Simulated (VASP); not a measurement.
Here is a VASP 6.6.1 calculation.

The input INCAR:

```
ALGO = Normal
EDIFF = 1E-6
ENCUT = 500
GGA = PE
GGA_COMPAT = F
ISIF = 2
ISMEAR = -1
LASPH = T
LCHARG = T
LELF = T
LREAL = F
LVHAR = T
LWAVE = F
NBANDS = 16
NELM = 120
PREC = Accurate
SIGMA = 0.001
```

Contents of KPOINTS:

```
k-points
0
Gamma
  6 6 6
```

File POSCAR:

```
AgCl
1.0
    0.0000000000      2.7731838142      2.7731838142
    2.7731838142      0.0000000000      2.7731838142
    2.7731838142      2.7731838142      0.0000000000
Ag Cl
1 1
Direct
    0.0000000000      0.0000000000      0.0000000000
    0.5000000000      0.5000000000      0.5000000000
```

Potentials or basis: VASP PAW PBE potentials, release 64 (Ag, Cl).

Run with:

```bash
$ cat potpaw_PBE.64/Ag/POTCAR potpaw_PBE.64/Cl/POTCAR > POTCAR
$ mpirun -np 1 vasp_std > vasp.out
```

Predict the pressure.

1.5 GPa.

Estimate the band gap on the k mesh.

0.91 eV, indirect (least direct gap 3.23 eV).

A k mesh can miss the band edges. Expect the measured gap to be larger: semilocal functionals such as PBE lack the derivative discontinuity.
